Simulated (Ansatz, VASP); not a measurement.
C: VASP beside Ansatz

```xyz
4
Lattice="2.5299 0.0000 0.0000 -1.2650 2.1910 0.0000 0.0000 0.0000 4.2110" Properties=species:S:1:pos:R:3 pbc="T T T"
C     0.0000    1.4607    0.2636
C     1.2650    0.7303    2.3691
C     0.0000    1.4607    1.8419
C     1.2650    0.7303    3.9474
```

Alike in both runs: functional BLYP; k mesh 8 × 8 × 4; occupations fermi-dirac, width 0.05 eV; no spin polarisation.

Ansatz relaxed the structure, and its values are those at the end. VASP's run is a single point on that final structure, the one shown.

|  | VASP | Ansatz |
| --- | --- | --- |
| version | VASP 6.6.1 | Ansatz 0.2.0 |
| potentials or method | VASP PAW PBE potentials, release 64 (C), cutoff 520 eV | plane waves (420 eV) with PAW, scalar-relativistic |
| valence electrons in the cell | 16 | 16 |

|  | VASP | Ansatz | Ansatz less VASP |
| --- | --- | --- | --- |
| pressure (GPa) | 0.6 | 0.0 | -0.64 |

VASP's potentials were made for PBE, not for BLYP. With one functional, cell and mesh, what is left measures potentials, basis and numerics.
